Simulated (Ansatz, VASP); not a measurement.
**One calculation of K, two programs**

INCAR

```
SYSTEM = K
PREC = Accurate
ENCUT = 520
EDIFF = 1E-7
ISMEAR = 0
SIGMA = 0.15
LREAL = .FALSE.
LASPH = .TRUE.
NELM = 80
ALGO = Fast
ISIF = 2
LWAVE = .FALSE.
LCHARG = .FALSE.
GGA = PE
NBANDS = 10
```

KPOINTS

```
regular mesh
0
G
  12 12 12
  0 0 0
```

The input POSCAR:

```
K
1.0
    4.1811263053      0.0000000000      0.0000000000
    0.0000000000      4.1811263053      0.0000000000
    0.0000000000      0.0000000000      4.4397526747
K
1
Direct
    0.0000000000      0.0000000000      0.0000000000
```

Input for Ansatz:

```yaml
crystal:
  lattice:
    - [4.1811263053, 0.0, 0.0]
    - [0.0, 4.1811263053, 0.0]
    - [0.0, 0.0, 4.4397526747]
  atoms:
    - { symbol: K, position: [0.0, 0.0, 0.0] }
basis:
  ecutwfc: 420
kpoints:
  mp_grid: { grid: [12, 12, 12] }
hamiltonian:
  xc: pbe
scf:
  occupations: { method: gaussian, width: 0.15 }
output:
  forces: true
  stress: true
  eigenvalues: true
```

Change from the starting cell: strain -0.030 along x and y, +0.030 along z, atoms carried along.

Alike in both runs: task single point; functional PBE; k mesh 12 × 12 × 12; occupations gaussian, width 0.15 eV; no spin polarisation.

|  | VASP | Ansatz |
| --- | --- | --- |
| version | VASP 6.6.1 | Ansatz 0.2.0 |
| potentials or method | VASP PAW PBE potentials, release 64 (K_sv), cutoff 520 eV | scalar-relativistic, plane waves, PAW |
| valence electrons in the cell | 9 | 9 |

Ansatz gave:

```
gap on the k mesh at the Fermi level (eV)                     : none
pressure (GPa)                                                : 0.1
traceless stress, the component that is largest in VASP (GPa) : -0.35
```

What did VASP give for the same quantities?

gap on the k mesh at the Fermi level (eV): none; pressure (GPa): 0.1; traceless stress, the component that is largest in VASP (GPa): -0.36.

A gap of «none» marks a metal or a gap that the smearing closes. With one functional, cell and mesh, what is left measures potentials, basis and numerics.
